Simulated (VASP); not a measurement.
## HfBr: single point with PBE

Crystal: HfBr.

```
CELL_PARAMETERS angstrom
3.45563 0.00000 0.00000
0.00000 3.45563 0.00000
0.00000 0.00000 3.45563
ATOMIC_POSITIONS crystal
Hf 0.50000 0.50000 0.50000
Br 0.00000 0.00000 0.00000
```

- Program: VASP 6.6.1
- Task: single point
- Functional: PBE
- Potentials or basis: VASP PAW PBE potentials, release 64 (Hf_pv, Br)
- Cutoff: 520 eV
- k mesh: 16 × 16 × 16
- Occupations: gaussian, width 0.1 eV
- Spin: no spin polarisation

```yaml
Pressure: -0.5 GPa
```

Levels at points of the mesh, in eV from the Fermi level:
```csv
k point,band 6,band 7,band 8,band 9,band 10,band 11
"(0.00, 0.00, 0.00)",-5.34,-5.34,-2.65,-2.65,-2.36,1.99
"(0.50, 0.00, 0.00)",-5.64,-5.64,-1.57,1.94,2.07,2.47
"(0.50, 0.50, 0.00)",-7.83,-4.63,-3.26,-0.41,0.10,0.10
"(0.50, 0.50, 0.50)",-8.28,-8.28,1.40,1.40,1.40,3.63
```

Run time: 49 s on 1 thread of Intel(R) Xeon(R) 6975P-C (Granite Rapids), with other jobs on the host, peak memory 0.24 GiB.

Caveat: spin-orbit coupling is left out, which moves the levels of the heavy elements; an odd number of electrons without spin polarisation forces a metal; a magnetic or distorted state may lie lower.
